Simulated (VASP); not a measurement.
# C (P-1) in VASP: notebook

C is run at these levels: PBEsol+D3(BJ); tasks: single point.

All numbers are computed with VASP 6.6.1; they aren't measurements. Logs are shortened: lines on timing, memory, paths and dates and some standing lists are left out, and cuts for length are marked.

## Step 1: The cell of the first run

The typed cell holds 2 atoms: a = 3.636 Å, b = 3.636 Å, c = 3.636 Å, α = 40.20°, β = 40.20°, γ = 40.20°.

## Step 2: Single point, PBEsol+D3(BJ) (atoms displaced along a vibrational mode, the cell strained)

File INCAR:

```
PREC = Accurate ; ENCUT = 520
EDIFF = 1E-7 ; ISMEAR = 0
SIGMA = 0.05 ; LREAL = F
LASPH = T ; NELM = 100
ALGO = Normal ; ISIF = 2
LWAVE = F ; LCHARG = T
GGA = PS ; IVDW = 12
LELF = T ; LVHAR = T
NBANDS = 11
```

File KPOINTS:

```
Automatic mesh
0
Gamma
  15 15 15
```

File POSCAR:

```
C
1.0
    1.2495711806      0.7214402575      3.3377940636
   -1.2495711806      0.7214402575      3.3377940636
    0.0000000000     -1.4428805149      3.3377940636
C
2
Direct
    0.1421744425      0.1909927899      0.1665836162
    0.8578255575      0.8090072101      0.8334163838
```

Potentials or basis: VASP PAW PBE potentials, release 64 (C).

Run with:

```sh
> cat potpaw_PBE.64/C/POTCAR > POTCAR
> mpirun -np 1 vasp_std > vasp.out
```

OUTCAR:

```text
PREC = Accurate
   ENCUT = 520
   EDIFF = 1E-7
   ISMEAR = 0
   LREAL = F
   LASPH = T
   NELM = 100
   ISIF = 2
   GGA = PS
   IVDW = 12
 IVDW          = 12

 ion  position               nearest neighbor table
   1  0.142  0.191  0.167-   2 1.34   2 1.45   2 1.55
   2  0.858  0.809  0.833-   1 1.34   1 1.45   1 1.55

  LATTYP: Found a trigonal (rhomboedric) cell.
 ALAT       =     3.6363131592
 COS(alpha) =     0.7638274378

  Lattice vectors:

 A1 = (   1.2495711806,   0.7214402575,   3.3377940636)
 A2 = (  -1.2495711806,   0.7214402575,   3.3377940636)
 A3 = (   0.0000000000,  -1.4428805149,   3.3377940636)

Analysis of symmetry for initial positions (statically):
=====================================================================
 Subroutine PRICEL returns:
 Original cell was already a primitive cell.

 Routine SETGRP: Setting up the symmetry group for a
 trigonal (rhombohedral) supercell.

 Subroutine GETGRP returns: Found  2 space group operations
 (whereof  2 operations were pure point group operations)
 out of a pool of 12 trial point group operations.

The static configuration has the point symmetry S_2 .

Analysis of symmetry for dynamics (positions and initial velocities):
=====================================================================
 Subroutine PRICEL returns:
 Original cell was already a primitive cell.

 Routine SETGRP: Setting up the symmetry group for a
 trigonal (rhombohedral) supercell.

 Subroutine GETGRP returns: Found  2 space group operations
 (whereof  2 operations were pure point group operations)
 out of a pool of 12 trial point group operations.

The dynamic configuration has the point symmetry S_2 .

 Subroutine INISYM returns: Found  2 space group operations
 (whereof  2 operations are pure point group operations),
 and found     1 'primitive' translations

----------------------------------------------------------------------------------------

                                     Primitive cell

  volume of cell :      18.0539

  direct lattice vectors                    reciprocal lattice vectors
     1.249571181  0.721440257  3.337794064     0.400137269  0.231019360  0.099866357
    -1.249571181  0.721440257  3.337794064    -0.400137269  0.231019360  0.099866357
     0.000000000 -1.442880515  3.337794064     0.000000000 -0.462038720  0.099866357

  length of vectors
     3.636313159  3.636313159  3.636313159     0.472708227  0.472708227  0.472708227

  position of ions in fractional coordinates (direct lattice)
     0.142174442  0.190992790  0.166583616
     0.857825557  0.809007210  0.833416384

[... 85 lines left out ...]
   TEBEG  =    0.0;   TEEND  =   0.0 temperature during run
   PSTRESS=    0.0 pullay stress
   NELECT =       8.0000    total number of electrons
   NUPDOWN=      -1.0000    fix difference up-down
   EMIN   =  10.00;   EMAX   =-10.00  energy-range for DOS
   EFERMI =   0.00;   METHOD = LEGACY
   ISMEAR =     0;   SIGMA  =   0.05  broadening in eV -4-tet -1-fermi 0-gaus
   EFERMI_NEDOS =   21; number of points for ismear=-14 and -15
   IALGO  =     38    algorithm
   IMIX   =      4    mixing-type and parameters
     AMIX     =   0.40;   BMIX     =  1.00
     AMIX_MAG =   1.60;   BMIX_MAG =  1.00
  volume/ion in A,a.u.               =       9.03        60.92
  Fermi-wavevector in a.u.,A,eV,Ry     =   1.248094  2.358556 21.194335  1.557740
  Thomas-Fermi vector in A             =   2.382197
   LORBIT       =      0    0 simple, 1 ext, 2 COOP (PROOUT), +10 PAW based schemes
   GGA     = PS    functional components
   LHFCALC =     F    Hartree Fock is set to
   AEXX    =    0.0000 exact exchange contribution
   IVDW    =    12    specifies the selected vdW correction
   LEPSILON=     F    determine dielectric tensor
   LRPA    =     F    only Hartree local field effects (RPA)
 non-spin polarized calculation
 Gauss-broadening in eV      SIGMA  =   0.05
  energy-cutoff  :      520.00
  volume of cell :       18.05
 maximum number of plane-waves:       517
   NGX = 13   NGY = 13   NGZ = 13

 number of electron       8.0000000 magnetization

 Free energy of the ion-electron system (eV)
  ---------------------------------------------------
  ext. energy  EPLUGINS =         0.00000000
  ---------------------------------------------------
  free energy    TOTEN  =       -18.88959517 eV

  energy without entropy =      -18.88956956  energy(sigma->0) =      -18.88958237

 E-fermi :   4.3352     XC(G=0): -10.4884

 val. band max:        4.2857327135   @ k =   0.0000  -0.3333   0.2667
 cond. band min:       4.3735604754   @ k =   0.2000  -0.1333   0.4667
 fundamental gap:      0.0878277619
 Fermi energy:         4.3352486040

 k-point     1 :       0.0000    0.0000    0.0000
  band No.  band energies     occupation
      1     -14.9288      2.00000
      2      -1.8952      2.00000
      3      -0.2560      2.00000
      4       3.2724      2.00000
      5       8.6621      0.00000
      6      10.1943      0.00000
      7      14.5452      0.00000
      8      15.3853      0.00000
      9      16.5626      0.00000
     10      26.1928      0.00000
     11      29.2037      0.00000
[... 309 lines left out ...]
 k-point    24 :      -0.0667   -0.0000   -0.0667
  band No.  band energies     occupation
      1     -14.8213      2.00000
      2      -1.8252      2.00000
      3      -0.5585      2.00000
      4       2.9036      2.00000
      5       8.8832      0.00000
      6      10.6897      0.00000
      7      14.4462      0.00000
      8      14.9813      0.00000
      9      16.8409      0.00000
     10      26.5573      0.00000
     11      28.9683      0.00000

 [... further k-points ...]

------------------------ aborting loop because EDIFF is reached ----------------------------------------

 Edisp (eV)   -0.21995

 E8    (eV) :    -0.1069

  FORCE on cell =-STRESS in cart. coord.  units (eV):
  Direction    XX          YY          ZZ          XY          YZ          ZX
  --------------------------------------------------------------------------------------
  -------------------------------------------------------------------------------------
  Total      -0.95753    -1.29917    -0.05818    -1.15363     0.00300    -0.00565
  in kB     -84.97531  -115.29345    -5.16281  -102.37751     0.26608    -0.50109
  external pressure =      -68.48 kB  Pullay stress =        0.00 kB

 VOLUME and BASIS-vectors are now :
 -----------------------------------------------------------------------------
  energy-cutoff  :      520.00
  volume of cell :       18.05
      direct lattice vectors                 reciprocal lattice vectors
     1.249571181  0.721440257  3.337794064     0.400137269  0.231019360  0.099866357
    -1.249571181  0.721440257  3.337794064    -0.400137269  0.231019360  0.099866357
     0.000000000 -1.442880515  3.337794064     0.000000000 -0.462038720  0.099866357

 POSITION                                       TOTAL-FORCE (eV/Angst)
 -----------------------------------------------------------------------------------
     -0.06100      0.00000      1.66807         5.932674     -0.860083      0.004024
      0.06100      0.00000      8.34532        -5.932674      0.860083     -0.004024
 -----------------------------------------------------------------------------------
    total drift:                               -0.000000     -0.000000      0.000000

  FREE ENERGIE OF THE ION-ELECTRON SYSTEM (eV)
  ---------------------------------------------------
  free  energy   TOTEN  =       -19.1095479678 eV

  energy  without entropy=      -19.1095223600  energy(sigma->0) =      -19.10953516
```

stdout:

```text
POSCAR found type information on POSCAR C
 POSCAR found :  1 types and       2 ions
 scaLAPACK will be used
 -----------------------------------------------------------------------------
|                                                                             |
|                                                                             |
|     You enforced a specific xc type in the INCAR file but a different       |
|     I HOPE YOU KNOW WHAT YOU ARE DOING!                                     |
|                                                                             |
 -----------------------------------------------------------------------------

 LDA part: xc-table for (Slater+PW92), standard interpolation
 POSCAR, INCAR and KPOINTS ok, starting setup
 FFT: planning ... GRIDC
 FFT: planning ... GRID_SOFT
 FFT: planning ... GRID
 WAVECAR not read
 entering main loop
```

Wall time 12 min (1 thread of Intel Xeon Platinum 8259CL at 2.50GHz (Skylake/Cascade Lake), shared host); peak memory 0.4 GiB.

Results:

```
Free energy                : -19.1095 eV
Pressure                   : -6.8 GPa
Largest force              : 5.995 eV/Å
Dispersion energy per atom : -0.110 eV
```

Forces on the atoms (eV/Å):
```
C    5.933 -0.860  0.004
C   -5.933  0.860 -0.004
```

Stress tensor (GPa, compression positive):
```
 -8.50 -10.24  -0.05
-10.24 -11.53   0.03
 -0.05   0.03  -0.52
```

Caveat: the cell differs from its parent crystal (atoms displaced along a vibrational mode, the cell strained); the stress differs along the axes, from -12 to -1 GPa; the PAW data sets were made with another functional, which shifts forces and pressure a little.

(Part 1 of 2 ends here.)
